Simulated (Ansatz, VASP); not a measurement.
# One calculation of MgO, two programs

```xyz
2
Lattice="0.0000 2.1042 2.1042 2.1042 0.0000 2.1042 2.1042 2.1042 0.0000" Properties=species:S:1:pos:R:3 pbc="T T T"
Mg    0.0000    0.0000    0.0000
O     2.1042    2.1042    2.1042
```

Alike in both runs: functional PBE; dispersion D3(BJ); k mesh 10 × 10 × 10; occupations gaussian, width 0.02 eV; no spin polarisation.

Ansatz relaxed the structure, and its values are those at the end. VASP's run is a single point on that final structure, the one shown.

|  | VASP | Ansatz |
| --- | --- | --- |
| version | VASP 6.6.1 | Ansatz 0.2.0 |
| potentials or method | VASP PAW PBE potentials, release 64 (Mg, O), cutoff 600 eV | scalar-relativistic, plane waves, PAW |
| valence electrons in the cell | 8 | 16 |

Ansatz gave:

- gap on the k mesh at the Fermi level (eV): 4.77
- least direct gap on the mesh (eV): 4.77
- pressure (GPa): 0.0

Estimate VASP's values.

gap on the k mesh at the Fermi level (eV): 4.75; least direct gap on the mesh (eV): 4.75; pressure (GPa): -1.1.

VASP's potentials hold 8 valence electrons a cell and Ansatz's 16, so a difference there can come from the potentials and not from the codes.
